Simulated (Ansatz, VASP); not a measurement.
CdS in VASP and in Ansatz

```
Cd S
1.0
     0.00000    2.75324    2.75324
     2.75324    0.00000    2.75324
     2.75324    2.75324    0.00000
Cd S
1 1
Direct
  0.00000 0.00000 0.00000
  0.50000 0.50000 0.50000
```

Alike in both runs: task relaxation of cell and atoms; functional PBEsol; dispersion D3(BJ); k mesh 8 × 8 × 8; occupations fermi-dirac, width 0.05 eV; no spin polarisation.

|  | VASP | Ansatz |
| --- | --- | --- |
| version | VASP 6.6.1 | Ansatz 0.2.0 |
| potentials or method | VASP PAW PBE potentials, release 64 (Cd_sv_GW, S) | Ansatz PAW |
| plane-wave cutoff (eV) | 540 | 420 |
| valence electrons in the cell | 26 | 26 |

```tsv
	VASP	Ansatz	Ansatz less VASP
relaxed volume (Å³/atom)	18.88	19.01	+0.130
relaxed cell length with the largest relative difference (Å)	3.765	3.774	+0.0087
```

VASP's potentials were made for PBE, not for PBEsol.

Noted on Ansatz's run: the plane-wave basis is chosen anew once the cell has moved, so the energies of steps on either side of that aren't comparable.
